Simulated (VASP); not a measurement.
# Na16H (a cell with a defect) in VASP: further runs, part 3 of 3

VASP 6.6.1. The steps go on from the part before.

## (4) Single point, PBE

The input, INCAR:

```
SYSTEM = Na16H
PREC     = Accurate       ! precision mode
ENCUT    = 520            ! plane-wave cutoff, eV
EDIFF    = 1E-6           ! SCF threshold, eV
ISMEAR   = -1             ! smearing method
SIGMA    = 0.05           ! smearing width, eV
LREAL    = Auto         
LASPH    = .True.         ! aspherical terms in the spheres
NELM     = 100            ! most SCF steps
ALGO     = Normal         ! electronic algorithm
ISIF     = 2              ! what is computed and relaxed
LWAVE    = .False.        ! write WAVECAR
LCHARG   = .True.         ! write CHGCAR
GGA      = PE             ! functional
LELF     = .True.         ! ELF
LVHAR    = .True.       
NBANDS   = 70             ! bands
```

The input, KPOINTS:

```
regular mesh
0
Gamma
  2 2 2
  0 0 0
```

The input, POSCAR:

```
Na16H
1.0
    8.4600000000      0.0000000000      0.0000000000
    0.0000000000      8.4600000000      0.0000000000
    0.0000000000      0.0000000000      8.4600000000
Na H
16 1
Direct
   -0.0358037825     -0.0421985816     -0.0269267139
    0.5198226950     -0.0010874704     -0.0236997636
   -0.0317966903      0.5645035461      0.0124113475
   -0.0344799054      0.0274468085      0.5024586288
    0.3039125296      0.2402600473      0.2335579196
    0.5042789598      0.5062529551      0.0041371158
    0.4745862884      0.0004491726      0.5255200946
    0.7888888889      0.2331442080      0.2284515366
    0.0798936170      0.4701891253      0.4565957447
    0.2398936170      0.7769621749      0.2048817967
    0.2035460993      0.2272222222      0.7751891253
    0.4834160757      0.5185224586      0.4968912530
    0.7692434988      0.7084988180      0.3278014184
    0.7700236407      0.3119739953      0.7630496454
    0.2370449173      0.6855200946      0.7841134752
    0.7253546099      0.7587706856      0.7383687943
    0.0462529551      0.2213593381      0.3446926714
```

Potentials or basis: VASP PAW PBE potentials, release 64 (Na_pv, H).

Launch:

```sh
$ cat potpaw_PBE.64/Na_pv/POTCAR potpaw_PBE.64/H/POTCAR > POTCAR
$ mpirun -np 1 vasp_std > vasp.out
```

OUTCAR:

```text
SYSTEM = Na16H
   PREC = Accurate
   ENCUT = 520
   EDIFF = 1E-6
   ISMEAR = -1
   LREAL = Auto
   LASPH = .True.
   NELM = 100
   ISIF = 2
   GGA = PE

 ion  position               nearest neighbor table
   1  0.964  0.958  0.973-
   2  0.520  0.999  0.976-
   3  0.968  0.565  0.012-
   4  0.966  0.027  0.502-
   5  0.304  0.240  0.234-
[... 790 lines left out ...]
  -------------------------------------------------------------------------------------
  Total        0.5264798      0.3203759      1.2416339     -0.0327683      0.3263784     -0.0002692
  in kB        1.3930966      0.8477336      3.2854364     -0.0867069      0.8636163     -0.0007123
  external PRESSURE =       1.8420889 kB  Pullay stress =       0.0000000 kB

 VOLUME and BASIS-vectors are now :
 -----------------------------------------------------------------------------
  energy-cutoff  :      520.00
  volume of cell :      605.50
      direct lattice vectors                 reciprocal lattice vectors
     8.460000000  0.000000000  0.000000000     0.118203310  0.000000000  0.000000000
     0.000000000  8.460000000  0.000000000     0.000000000  0.118203310  0.000000000
     0.000000000  0.000000000  8.460000000     0.000000000  0.000000000  0.118203310

 POSITION                                       TOTAL-FORCE (eV/Angst)
 -----------------------------------------------------------------------------------
      8.15710      8.10300      8.23220         0.016574      0.191152      0.024844
      4.39770      8.45080      8.25950         0.003371     -0.056554      0.048495
      8.19100      4.77570      0.10500        -0.073330     -0.317754      0.047403
      8.16830      0.23220      4.25080         0.176052     -0.135240      0.048017
      2.57110      2.03260      1.97590        -0.273970     -0.067541     -0.035195
      4.26620      4.28290      0.03500         0.095134      0.049879      0.076151
[... 9 lines left out ...]
      6.13650      6.41920      6.24660         0.064485     -0.163690     -0.027264
      0.39130      1.87270      2.91610        -0.068105      0.086216     -0.077692
 -----------------------------------------------------------------------------------
    total drift:                                0.000095      0.001161      0.000533

  FREE ENERGIE OF THE ION-ELECTRON SYSTEM (eV)
  ---------------------------------------------------
  free  energy   TOTEN  =       -23.2476362135 eV

  energy  without entropy=      -23.1074453110  energy(sigma->0) =      -23.17754076
```

OSZICAR:

```text
N       E                     dE             d eps       ncg     rms          rms(c)
DAV:   1     0.101630849412E+04    0.10163E+04   -0.58373E+04  1224   0.160E+03
DAV:   2     0.427651980254E+02   -0.97354E+03   -0.95997E+03  1120   0.450E+02
DAV:   3    -0.223292762136E+02   -0.65094E+02   -0.63802E+02  1252   0.148E+02
DAV:   4    -0.241213040962E+02   -0.17920E+01   -0.17753E+01  1220   0.233E+01
DAV:   5    -0.241614675505E+02   -0.40163E-01   -0.40158E-01  1220   0.380E+00    0.387E+00
DAV:   6    -0.233824875974E+02    0.77898E+00   -0.79573E-01  1204   0.273E+00    0.148E+00
DAV:   7    -0.232409869101E+02    0.14150E+00   -0.38462E-01  1308   0.367E+00    0.520E-01
DAV:   8    -0.232462917929E+02   -0.53049E-02   -0.49325E-02  1258   0.120E+00    0.322E-01
DAV:   9    -0.232475323771E+02   -0.12406E-02   -0.38533E-03  1226   0.458E-01    0.494E-02
DAV:  10    -0.232476256991E+02   -0.93322E-04   -0.52060E-04  1328   0.156E-01    0.187E-02
DAV:  11    -0.232476331176E+02   -0.74186E-05   -0.57021E-05  1314   0.796E-02    0.512E-03
DAV:  12    -0.232476360523E+02   -0.29347E-05   -0.21869E-05  1214   0.330E-02    0.280E-03
DAV:  13    -0.232476362135E+02   -0.16122E-06   -0.10419E-06   786   0.917E-03
   1 F= -.23247636E+02 E0= -.23177541E+02  d E =-.140191E+00
```

stdout:

```text
POSCAR found type information on POSCAR NaH
 POSCAR found :  2 types and      17 ions
 scaLAPACK will be used
 LDA part: xc-table for (Slater+PW92), standard interpolation
 POSCAR, INCAR and KPOINTS ok, starting setup
 FFT: planning ... GRIDC
 FFT: planning ... GRID_SOFT
 FFT: planning ... GRID
 WAVECAR not read
 entering main loop
```

Wall time 4.8 min (1 thread of Intel Xeon 6975P-C (Granite Rapids), shared host); peak memory 0.63 GiB.

Results:

```
Free energy            : -23.2476 eV
Pressure               : 0.2 GPa
Largest force          : 0.360 eV/Å
Band gap on the k mesh : zero (an odd number of electrons rules out a gap without spin polarisation)
```

Forces on the atoms (eV/Å):
```
Na   0.017  0.191  0.025
Na   0.003 -0.057  0.048
Na  -0.073 -0.318  0.047
Na   0.176 -0.135  0.048
Na  -0.274 -0.068 -0.035
Na   0.095  0.050  0.076
Na   0.056  0.007 -0.025
Na  -0.017  0.133  0.057
Na  -0.233 -0.010  0.031
Na   0.128  0.000  0.213
Na   0.131  0.117  0.125
Na   0.012 -0.155  0.061
Na  -0.024  0.158 -0.220
Na  -0.046 -0.090 -0.098
Na   0.052  0.254 -0.249
Na   0.064 -0.164 -0.027
H   -0.068  0.086 -0.078
```

Levels at points of the mesh, in eV from the Fermi level:
| k point | band 52 | band 53 | band 54 | band 55 | band 56 | band 57 | band 58 | band 59 | band 60 | band 61 |
| --- | --- | --- | --- | --- | --- | --- | --- | --- | --- | --- |
| (0.00, 0.00, 0.00) | -1.04 | -0.99 | -0.94 | -0.91 | -0.19 | 0.84 | 0.86 | 0.91 | 0.92 | 0.94 |
| (0.50, 0.00, 0.00) | -0.58 | -0.57 | -0.50 | -0.48 | -0.46 | -0.33 | -0.28 | 0.48 | 1.32 | 1.37 |
| (0.00, 0.50, 0.00) | -0.66 | -0.55 | -0.53 | -0.49 | -0.46 | -0.33 | -0.28 | 0.58 | 1.27 | 1.33 |
| (0.00, 0.00, 0.50) | -0.61 | -0.56 | -0.54 | -0.50 | -0.45 | -0.40 | -0.25 | 0.56 | 1.30 | 1.35 |
| (0.50, 0.50, 0.00) | -1.98 | -1.21 | -0.05 | -0.01 | 0.02 | 0.04 | 0.10 | 0.10 | 0.13 | 1.09 |
| (0.00, 0.50, 0.50) | -2.02 | -1.14 | -0.06 | -0.03 | 0.02 | 0.04 | 0.07 | 0.09 | 0.12 | 1.22 |
| (0.50, 0.00, 0.50) | -2.00 | -1.20 | -0.03 | 0.00 | 0.02 | 0.06 | 0.07 | 0.10 | 0.12 | 1.12 |
| (0.50, 0.50, 0.50) | -1.55 | -1.49 | -1.47 | -1.45 | -1.35 | 0.21 | 2.04 | 2.07 | 2.16 | 2.24 |

Caveat: the k points lie up to 0.37 Å⁻¹ apart, too coarse for converged energies and pressures of a metal.

## (5) The runs side by side

| cell | gap on the mesh (eV) | pressure (GPa) | largest force (eV/Å) |
| --- | --- | --- | --- |
| as given, atomic positions A | none | 0.1 | 0.52 |
| as given, atomic positions B | none | 0.3 | 0.49 |
| as given, atomic positions C | none | 0.2 | 0.36 |

Alike in all rows: task single point; level PBE; potentials or basis VASP PAW PBE potentials, release 64 (Na_pv, H); no spin polarisation; k mesh 2 × 2 × 2; cutoff (eV) 520; smearing fermi-dirac 0.05 eV.

Caveats: all runs use coarse meshes.

Total energies depend on the potentials used, so only differences within one code and one set of settings carry meaning.
